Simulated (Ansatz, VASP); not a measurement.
## Two plane-wave programs on Al2O3

```xyz
10
Lattice="2.4068 1.3896 4.4929 -2.4068 1.3896 4.4929 0.0000 -2.7792 4.4929" Properties=species:S:1:pos:R:3 pbc="T T T"
Al    0.0000    0.0000   11.4844
Al    0.0000    0.0000    8.7338
Al    0.0000    0.0000    1.9944
Al    0.0000    0.0000    4.7450
O    -0.9345   -1.3896    5.6162
O     1.6707   -0.1145    5.6162
O    -0.7361    1.5041    5.6162
O     0.9345    1.3896    7.8626
O    -1.6707    0.1145    7.8626
O     0.7361   -1.5041    7.8626
```

Alike in both runs: task single point; functional PBEsol; k mesh 6 × 6 × 6; occupations gaussian, width 0.05 eV; no spin polarisation.

```csv
,VASP,Ansatz
version,VASP 6.6.1,Ansatz 0.2.0
potentials or method,"VASP PAW PBE potentials, release 64 (Al, O), cutoff 520 eV","scalar-relativistic, plane waves, PAW"
valence electrons in the cell,48,48
```

|  | VASP | Ansatz | Ansatz less VASP |
| --- | --- | --- | --- |
| gap on the k mesh at the Fermi level (eV) | 5.37 | 5.36 | -0.004 |
| least direct gap on the mesh (eV) | 5.37 | 5.36 | -0.004 |
| pressure (GPa) | -11.0 | -11.1 | -0.06 |
| traceless stress, the component that is largest in VASP (GPa) | -6.19 | -6.15 | +0.034 |
| rms of the force components (eV/Å) | 0.041 | 0.042 | +0.0007 |

VASP's potentials were made for PBE, not for PBEsol, and Ansatz warns of the same on its side. Atom by atom the forces differ by 0.001 eV/Å (rms over components).
